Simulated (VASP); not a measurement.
# SrCl2 (I4/mmm) in VASP: notebook

Runs on SrCl2. Level: PBE. Tasks: single point.

Everything below comes from runs of VASP 6.6.1. Logs are shortened: lines on timing, memory, paths and dates and some standing lists are left out, and cuts for length are marked.

## Step 1: The cell of the first run

It takes space group I4/mmm (No. 139, tetragonal). Conventional cell: a = 5.137 Å, b = 5.137 Å, c = 6.924 Å, α = 90.00°, β = 90.00°, γ = 90.00°. Within 4.1 Å of Sr (site symmetry 4/mmm) lie 8 Cl at 3.10 Å. Within 4.1 Å of Cl (site symmetry -4m2) lie 4 Sr at 3.10 Å and 6 Cl at 3.46 to 3.63 Å.

## Step 2: Single point, PBE (30.45 Å³/atom)

INCAR reads:

```
SYSTEM = SrCl2
PREC = Accurate ; ENCUT = 520
EDIFF = 1E-7 ; ISMEAR = 0
SIGMA = 0.05 ; LREAL = .False.
LASPH = .True. ; NELM = 60
ALGO = Normal ; ISIF = 2
LWAVE = .False. ; LCHARG = .True.
GGA = PE ; LELF = .True.
LVHAR = .True. ; NBANDS = 19
```

KPOINTS reads:

```
Automatic mesh
0
Gamma
  6 6 6
  0 0 0
```

POSCAR reads:

```
SrCl2
1.0
    0.0000000000      3.6324925019      3.4617653543
    3.6324925019      0.0000000000      3.4617653543
    3.6324925019      3.6324925019      0.0000000000
Sr Cl
1 2
Direct
    0.0000000000      0.0000000000      0.0000000000
    0.2500000000      0.2500000000      0.2500000000
    0.7500000000      0.7500000000      0.7500000000
```

Potentials or basis: VASP PAW PBE potentials, release 64 (Sr_sv, Cl).

Run with:

```bash
> cat potpaw_PBE.64/Sr_sv/POTCAR potpaw_PBE.64/Cl/POTCAR > POTCAR
> mpirun -np 1 vasp_std > vasp.out
```

OUTCAR:

```text
SYSTEM = SrCl2
   PREC = Accurate
   ENCUT = 520
   EDIFF = 1E-7
   ISMEAR = 0
   LREAL = .False.
   LASPH = .True.
   NELM = 60
   ISIF = 2
   GGA = PE

 ion  position               nearest neighbor table
   1  0.000  0.000  0.000-   3 3.10   3 3.10   2 3.10   2 3.10   3 3.10   2 3.10   3 3.10   2 3.10

   2  0.250  0.250  0.250-   1 3.10   1 3.10   1 3.10   1 3.10
   3  0.750  0.750  0.750-   1 3.10   1 3.10   1 3.10   1 3.10

  LATTYP: Found a body centered tetragonal cell.
 ALAT       =     5.1371201614
 C/A-ratio  =     1.3477455249

  Lattice vectors:

 A1 = (   0.0000000000,  -3.6324925019,  -3.4617653543)
 A2 = (   0.0000000000,   3.6324925019,  -3.4617653543)
 A3 = (   3.6324925019,   0.0000000000,   3.4617653543)

Analysis of symmetry for initial positions (statically):
=====================================================================
 Subroutine PRICEL returns:
 Original cell was already a primitive cell.

 Routine SETGRP: Setting up the symmetry group for a
 body centered tetragonal supercell.

 Subroutine GETGRP returns: Found 16 space group operations
 (whereof 16 operations were pure point group operations)
 out of a pool of 16 trial point group operations.

The static configuration has the point symmetry D_4h.

Analysis of symmetry for dynamics (positions and initial velocities):
=====================================================================
 Subroutine PRICEL returns:
 Original cell was already a primitive cell.

 Routine SETGRP: Setting up the symmetry group for a
 body centered tetragonal supercell.

 Subroutine GETGRP returns: Found 16 space group operations
 (whereof 16 operations were pure point group operations)
 out of a pool of 16 trial point group operations.

The dynamic configuration has the point symmetry D_4h.

 Subroutine INISYM returns: Found 16 space group operations
 (whereof 16 operations are pure point group operations),
 and found     1 'primitive' translations

----------------------------------------------------------------------------------------

                                     Primitive cell

  volume of cell :      91.3560

  direct lattice vectors                    reciprocal lattice vectors
     0.000000000  3.632492502  3.461765354    -0.137646533  0.137646533  0.144434977
     3.632492502  0.000000000  3.461765354     0.137646533 -0.137646533  0.144434977
     3.632492502  3.632492502  0.000000000     0.137646533  0.137646533 -0.144434977

  length of vectors
     5.017850251  5.017850251  5.137120161     0.242393479  0.242393479  0.242393479

  position of ions in fractional coordinates (direct lattice)
     0.000000000  0.000000000  0.000000000
     0.250000000  0.250000000  0.250000000
     0.750000000  0.750000000  0.750000000

  ion indices of the primitive-cell ions
   primitive index   ion index
                 1           1
                 2           2
                 3           3

----------------------------------------------------------------------------------------

 KPOINTS: Automatic mesh

Automatic generation of k-mesh.
 Grid dimensions read from file:
 generate k-points for:    6    6    6

 Generating k-lattice:

  Cartesian coordinates                     Fractional coordinates (reciprocal lattice)
    -0.022941089  0.022941089  0.024072496     0.166666667 -0.000000000  0.000000000
     0.022941089 -0.022941089  0.024072496    -0.000000000  0.166666667  0.000000000
     0.022941089  0.022941089 -0.024072496     0.000000000  0.000000000  0.166666667

  Length of vectors
     0.040398913  0.040398913  0.040398913

  Shift w.r.t. Gamma in fractional coordinates (k-lattice)
     0.000000000  0.000000000  0.000000000

 Subroutine IBZKPT returns following result:
 ===========================================

 Found     30 irreducible k-points:

 Following reciprocal coordinates:
            Coordinates               Weight
  0.000000  0.000000  0.000000      1.000000
  0.166667 -0.000000  0.000000      8.000000
  0.333333  0.000000  0.000000      8.000000
  0.500000 -0.000000  0.000000      4.000000
  0.166667  0.166667  0.000000      2.000000
  0.333333  0.166667  0.000000      8.000000
[... 16 lines left out ...]
  0.333333  0.000000  0.333333      4.000000
  0.500000  0.000000  0.333333     16.000000
 [... further k-points ...]
   k-points           NKPTS =     30   k-points in BZ     NKDIM =     30   number of bands    NBANDS=     19
   number of dos      NEDOS =    301   number of ions     NIONS =      3
   total plane-waves  NPLWV =  64000
   dimension x,y,z NGX =    40 NGY =   40 NGZ =   40
   dimension x,y,z NGXF=    80 NGYF=   80 NGZF=   80
   ions per type =               1   2
   NGX,Y,Z   is equivalent  to a cutoff of  13.25, 13.25, 12.94 a.u.
   NGXF,Y,Z  is equivalent  to a cutoff of  26.50, 26.50, 25.89 a.u.
 SYSTEM =  SrCl2
   PREC   = accura    normal or accurate (medium, high low for compatibility)
   ISTART =      0    job   : 0-new  1-cont  2-samecut
   ICHARG =      2    charge: 1-file 2-atom 10-const
   ISPIN  =      1    spin polarized calculation?
   LNONCOLLINEAR =      F non collinear calculations
   LSORBIT =      F    spin-orbit coupling
   LASPH  =      T    aspherical Exc in radial PAW
   ENCUT  =  520.0 eV  38.22 Ry    6.18 a.u.   9.33  9.33  9.55*2*pi/ulx,y,z
   NELM   =     60;   NELMIN=  2; NELMDL= -5     # of ELM steps
   EDIFF  = 0.1E-06   stopping-criterion for ELM
   LREAL  =      F    real-space projection
   EDIFFG = 0.1E-05   stopping-criterion for IOM
   NSW    =      0    number of steps for IOM
   IBRION =     -1    ionic relax: 0-MD 1-quasi-New 2-CG
   NFREE  =      0    steps in history (QN), initial steepest desc. (CG)
   ISIF   =      2    stress and relaxation
   ISYM   =      2    0-nonsym 1-usesym 2-fastsym
   POTIM  = 0.5000    time-step for ionic-motion
   TEBEG  =    0.0;   TEEND  =   0.0 temperature during run
   PSTRESS=    0.0 pullay stress
   NELECT =      24.0000    total number of electrons
   NUPDOWN=      -1.0000    fix difference up-down
   EMIN   =  10.00;   EMAX   =-10.00  energy-range for DOS
   EFERMI =   0.00;   METHOD = LEGACY
   ISMEAR =     0;   SIGMA  =   0.05  broadening in eV -4-tet -1-fermi 0-gaus
   EFERMI_NEDOS =   21; number of points for ismear=-14 and -15
   IALGO  =     38    algorithm
   IMIX   =      4    mixing-type and parameters
     AMIX     =   0.40;   BMIX     =  1.00
     AMIX_MAG =   1.60;   BMIX_MAG =  1.00
  volume/ion in A,a.u.               =      30.45       205.50
  Fermi-wavevector in a.u.,A,eV,Ry     =   1.048495  1.981368 14.957443  1.099341
  Thomas-Fermi vector in A             =   2.183419
   LORBIT       =      0    0 simple, 1 ext, 2 COOP (PROOUT), +10 PAW based schemes
   GGA     = PE    functional components
   LHFCALC =     F    Hartree Fock is set to
   AEXX    =    0.0000 exact exchange contribution
   IVDW    =     0    specifies the selected vdW correction
   LEPSILON=     F    determine dielectric tensor
   LRPA    =     F    only Hartree local field effects (RPA)
 non-spin polarized calculation
 Gauss-broadening in eV      SIGMA  =   0.05
  energy-cutoff  :      520.00
  volume of cell :       91.36
 maximum number of plane-waves:      2489
 NGX is ok and might be reduce to    40
   NGX = 19   NGY = 19   NGZ = 19

 number of electron      23.9999998 magnetization

 Free energy of the ion-electron system (eV)
  ---------------------------------------------------
  ext. energy  EPLUGINS =         0.00000000
  ---------------------------------------------------
  free energy    TOTEN  =       -12.75525209 eV

  energy without entropy =      -12.75525209  energy(sigma->0) =      -12.75525209

 E-fermi :   0.1231     XC(G=0):  -7.9719

 val. band max:       -0.1067664809   @ k =   0.5000   0.5000   0.0000
 cond. band min:       4.7145866015   @ k =   0.0000   0.0000   0.0000
 fundamental gap:      4.8213530824
 Fermi energy:         0.1231218807

 k-point     1 :       0.0000    0.0000    0.0000
  band No.  band energies     occupation
      1     -33.4512      2.00000
      2     -15.4229      2.00000
      3     -15.4072      2.00000
      4     -15.4072      2.00000
      5     -13.3915      2.00000
      6     -12.6712      2.00000
[... 11 lines left out ...]
     18       8.5469      0.00000
     19       8.5598      0.00000

 k-point     2 :       0.1667   -0.0000    0.0000
  band No.  band energies     occupation
      1     -33.4507      2.00000
      2     -15.4631      2.00000
      3     -15.4185      2.00000
      4     -15.4099      2.00000
      5     -13.2875      2.00000
      6     -12.7196      2.00000
[... 11 lines left out ...]
     18       8.1763      0.00000
     19       9.1216      0.00000

 k-point     3 :       0.3333    0.0000    0.0000
  band No.  band energies     occupation
      1     -33.4497      2.00000
      2     -15.5489      2.00000
      3     -15.4233      2.00000
      4     -15.4153      2.00000
      5     -13.1069      2.00000
      6     -12.7959      2.00000
[... 11 lines left out ...]
     18       7.9734      0.00000
     19       8.4497      0.00000

 k-point     4 :       0.5000   -0.0000    0.0000
  band No.  band energies     occupation
      1     -33.4492      2.00000
      2     -15.5871      2.00000
      3     -15.4253      2.00000
      4     -15.4180      2.00000
      5     -13.0487      2.00000
      6     -12.8039      2.00000
[... 11 lines left out ...]
     18       7.9535      0.00000
     19       8.0246      0.00000

 k-point     5 :       0.1667    0.1667    0.0000
  band No.  band energies     occupation
      1     -33.4505      2.00000
      2     -15.4806      2.00000
      3     -15.4134      2.00000
      4     -15.4134      2.00000
      5     -13.2417      2.00000
      6     -12.7537      2.00000
[... 11 lines left out ...]
     18       8.2874      0.00000
     19       8.3730      0.00000

 k-point     6 :       0.3333    0.1667    0.0000
  band No.  band energies     occupation
      1     -33.4497      2.00000
      2     -15.5393      2.00000
      3     -15.4291      2.00000
      4     -15.4192      2.00000
      5     -13.0713      2.00000
      6     -12.8362      2.00000
[... 11 lines left out ...]
     18       7.9678      0.00000
     19       8.8006      0.00000

 k-point     7 :       0.5000    0.1667    0.0000
  band No.  band energies     occupation
      1     -33.4490      2.00000
      2     -15.5723      2.00000
      3     -15.4544      2.00000
      4     -15.4215      2.00000
      5     -12.9948      2.00000
      6     -12.8366      2.00000
[... 11 lines left out ...]
     18       8.0874      0.00000
     19       8.4889      0.00000

 k-point     8 :      -0.3333    0.1667    0.0000
  band No.  band energies     occupation
      1     -33.4492      2.00000
      2     -15.5544      2.00000
      3     -15.4637      2.00000
      4     -15.4180      2.00000
      5     -13.0301      2.00000
      6     -12.8115      2.00000
[... 256 lines left out ...]
 k-point    20 :      -0.3333    0.3333    0.1667
  band No.  band energies     occupation
      1     -33.4487      2.00000
      2     -15.5490      2.00000
      3     -15.5078      2.00000
      4     -15.4256      2.00000
      5     -12.9369      2.00000
      6     -12.8472      2.00000
[... 11 lines left out ...]
     18       8.3578      0.00000
     19       9.3056      0.00000

 k-point    21 :      -0.1667    0.3333    0.1667
  band No.  band energies     occupation
      1     -33.4491      2.00000
      2     -15.5567      2.00000
      3     -15.4764      2.00000
      4     -15.4211      2.00000
      5     -12.9823      2.00000
      6     -12.8335      2.00000
[... 11 lines left out ...]
     18       7.9383      0.00000
     19       9.1673      0.00000

 k-point    22 :      -0.3333    0.5000    0.1667
  band No.  band energies     occupation
      1     -33.4485      2.00000
      2     -15.5800      2.00000
      3     -15.4830      2.00000
      4     -15.4303      2.00000
      5     -12.9512      2.00000
      6     -12.8204      2.00000
[... 11 lines left out ...]
     18       8.7282      0.00000
     19       9.3350      0.00000

 k-point    23 :       0.3333    0.0000    0.3333
  band No.  band energies     occupation
      1     -33.4493      2.00000
      2     -15.5784      2.00000
      3     -15.4406      2.00000
      4     -15.4207      2.00000
      5     -12.9917      2.00000
      6     -12.8385      2.00000
[... 11 lines left out ...]
     18       7.4467      0.00000
     19       8.8202      0.00000

 k-point    24 :       0.5000    0.0000    0.3333
  band No.  band energies     occupation
      1     -33.4488      2.00000
      2     -15.5934      2.00000
      3     -15.4616      2.00000
      4     -15.4297      2.00000
      5     -12.9068      2.00000
      6     -12.8673      2.00000
[... 11 lines left out ...]
     18       8.2129      0.00000
     19       9.0279      0.00000

 [... further k-points ...]

------------------------ aborting loop because EDIFF is reached ----------------------------------------

  FORCE on cell =-STRESS in cart. coord.  units (eV):
  Direction    XX          YY          ZZ          XY          YZ          ZX
  --------------------------------------------------------------------------------------
  -------------------------------------------------------------------------------------
  Total       -1.1795788     -1.1795788      0.1101157      0.0000000      0.0000000     -0.0000000
  in kB      -20.6871409    -20.6871409      1.9311799      0.0000000      0.0000000     -0.0000000
  external PRESSURE =     -13.1477006 kB  Pullay stress =       0.0000000 kB

 VOLUME and BASIS-vectors are now :
 -----------------------------------------------------------------------------
  energy-cutoff  :      520.00
  volume of cell :       91.36
      direct lattice vectors                 reciprocal lattice vectors
     0.000000000  3.632492502  3.461765354    -0.137646533  0.137646533  0.144434977
     3.632492502  0.000000000  3.461765354     0.137646533 -0.137646533  0.144434977
     3.632492502  3.632492502  0.000000000     0.137646533  0.137646533 -0.144434977

 POSITION                                       TOTAL-FORCE (eV/Angst)
 -----------------------------------------------------------------------------------
      0.00000      0.00000      0.00000         0.000000     -0.000000     -0.000000
      1.81625      1.81625      1.73088         0.000000      0.000000      0.000000
      5.44874      5.44874      5.19265        -0.000000     -0.000000     -0.000000
 -----------------------------------------------------------------------------------
    total drift:                               -0.000000     -0.000000      0.000000

  FREE ENERGIE OF THE ION-ELECTRON SYSTEM (eV)
  ---------------------------------------------------
  free  energy   TOTEN  =       -12.7552520908 eV

  energy  without entropy=      -12.7552520908  energy(sigma->0) =      -12.75525209
```

Wall time 96 s (1 thread of Intel Xeon 8259CL, shared host); peak memory 0.26 GiB.

What came out:

| Property | Result |
| --- | --- |
| Free energy | -12.7553 eV |
| Pressure | -1.3 GPa |
| Band gap on the k mesh | 4.82 eV (least direct gap 5.08 eV) |

Levels at points of the mesh, in eV from the valence-band top:
| k point | band 10 | band 11 | band 12 | band 13 | band 14 | band 15 |
| --- | --- | --- | --- | --- | --- | --- |
| (0.00, 0.00, 0.00) | -0.61 | -0.61 | -0.26 | 4.82 | 5.76 | 6.09 |
| (0.50, 0.00, 0.00) | -1.38 | -1.16 | -1.12 | 6.39 | 6.47 | 7.01 |
| (0.50, 0.50, 0.00) | -0.60 | -0.60 | 0.00 | 5.31 | 6.84 | 7.20 |
| (0.50, 0.00, 0.50) | -0.69 | -0.30 | -0.27 | 5.32 | 6.53 | 7.22 |

A k mesh can miss the band edges. A hybrid or GW would open this gap; PBE tends to underestimate it.

## Step 3: Single point, PBE (30.45 Å³/atom)

INCAR reads:

```
ALGO     = Normal         # electronic algorithm
EDIFF    = 1E-6           # SCF threshold, eV
ENCUT    = 520            # plane-wave cutoff, eV
GGA      = PE             # functional
ISIF     = 2              # what is computed and relaxed
ISMEAR   = 0              # smearing method
LASPH    = True           # aspherical terms in the spheres
LCHARG   = True           # write CHGCAR
LELF     = True           # ELF
LREAL    = False          # projectors in reciprocal space
LVHAR    = True         
LWAVE    = False          # write WAVECAR
NBANDS   = 19             # bands
NELM     = 80             # most SCF steps
PREC     = Accurate       # precision mode
SIGMA    = 0.05           # smearing width, eV
```

KPOINTS reads:

```
k-points
0
Gamma
  6 6 6
```

POSCAR reads:

```
SrCl2
1.0
    0.0000000000      3.4803751157      3.7709864379
    3.4803751157      0.0000000000      3.7709864379
    3.4803751157      3.4803751157      0.0000000000
Sr Cl
1 2
Direct
    0.0000000000      0.0000000000      0.0000000000
    0.2500000000      0.2500000000      0.2500000000
    0.7500000000      0.7500000000      0.7500000000
```

Potentials or basis: VASP PAW PBE potentials, release 64 (Sr_sv, Cl).

Run with:

```bash
> cat potpaw_PBE.64/Sr_sv/POTCAR potpaw_PBE.64/Cl/POTCAR > POTCAR
> mpirun -np 1 vasp_std > vasp.out
```

It took 98 s on 1 thread of Intel Xeon 8259CL, shared host; peak memory 0.26 GiB.

Results (log left out):

| Property | Result |
| --- | --- |
| Free energy | -12.7195 eV |
| Pressure | -1.3 GPa |
| Band gap on the k mesh | 4.73 eV (least direct gap 5.01 eV) |

Stress tensor (GPa, compression positive):
```
-0.06  0.00  0.00
 0.00 -0.06  0.00
 0.00  0.00 -3.77
```

Levels at points of the mesh, in eV from the valence-band top:
```csv
k point,band 10,band 11,band 12,band 13,band 14,band 15
"(0.00, 0.00, 0.00)",-0.83,-0.29,-0.29,4.73,5.82,6.15
"(0.50, 0.00, 0.00)",-1.37,-1.14,-1.08,6.37,6.45,7.00
"(0.50, 0.50, 0.00)",-0.42,-0.38,-0.38,5.33,6.29,7.22
"(0.50, 0.00, 0.50)",-0.86,-0.26,0.00,5.28,6.82,7.24
```

A k mesh can miss the band edges.

## Step 4: Single point, PBE (26.73 Å³/atom)

This run uses another cell than the first one, of 26.73 Å³/atom.

INCAR reads:

```
ALGO = Normal
EDIFF = 1E-6
ENCUT = 520
GGA = PE
ISIF = 2
ISMEAR = 0
LASPH = T
LCHARG = T
LELF = T
LREAL = F
LVHAR = T
LWAVE = F
NBANDS = 19
NELM = 80
PREC = Accurate
SIGMA = 0.05
```

KPOINTS is that of step 3.

POSCAR reads:

```
SrCl2
1.0
    0.0000000000      3.5153912723      3.2447061443
    3.5153912723      0.0000000000      3.2447061443
    3.5153912723      3.5153912723      0.0000000000
Sr Cl
1 2
Direct
    0.0000000000      0.0000000000      0.0000000000
    0.2500000000      0.2500000000      0.2500000000
    0.7500000000      0.7500000000      0.7500000000
```

Run with:

```bash
> cat potpaw_PBE.64/Sr_sv/POTCAR potpaw_PBE.64/Cl/POTCAR > POTCAR
> mpirun -np 1 vasp_std > vasp.out
```

Wall time 47 s (1 thread of Intel Xeon Platinum 8259CL at 2.50GHz (Skylake/Cascade Lake), shared host); peak memory 0.23 GiB.

Results (log left out):

- Free energy: -12.6522 eV
- Pressure: 3.6 GPa
- Band gap on the k mesh: 4.97 eV (least direct gap 5.05 eV)

Stress tensor (GPa, compression positive):
```
2.05 0.00 0.00
0.00 2.05 0.00
0.00 0.00 6.82
```

Levels at points of the mesh, in eV from the valence-band top:
```csv
k point,band 8,band 9,band 10,band 11,band 12,band 13,band 14,band 15,band 16,band 17
"(0.00, 0.00, 0.00)",-2.62,-2.62,-0.97,-0.97,-0.28,4.97,5.37,6.13,8.58,8.58
"(0.50, 0.00, 0.00)",-2.11,-1.94,-1.83,-1.54,-1.49,6.27,6.41,7.20,7.50,8.40
"(0.50, 0.50, 0.00)",-2.42,-2.42,-0.96,-0.96,0.00,5.05,7.20,7.31,8.06,8.06
"(0.50, 0.00, 0.50)",-2.61,-2.23,-1.15,-0.54,-0.36,5.01,6.57,7.36,7.51,7.70
```

Caveat: the cell stands under pressure. A k mesh can miss the band edges.

## Step 5: The runs side by side

```tsv
cell	gap on the mesh (eV)	pressure (GPa)
a = 5.018, b = 5.018, c = 5.137 Å, angles 59.2, 59.2, 61.6°, 3 atoms	4.82	-1.3
a = 5.132, b = 5.132, c = 4.922 Å, angles 61.3, 61.3, 57.3°, 3 atoms	4.73	-1.3
a = 4.784, b = 4.784, c = 4.972 Å, angles 58.7, 58.7, 62.6°, 3 atoms	4.97	3.6
```

Alike in all rows: task single point; level PBE; potentials or basis VASP PAW PBE potentials, release 64 (Sr_sv, Cl); no spin polarisation; k mesh 6 × 6 × 6; cutoff (eV) 520; smearing gaussian 0.05 eV.

Caveats: the cell stands under pressure (at least some runs).

Total energies depend on the potentials used, so only differences within one code and one set of settings carry meaning.
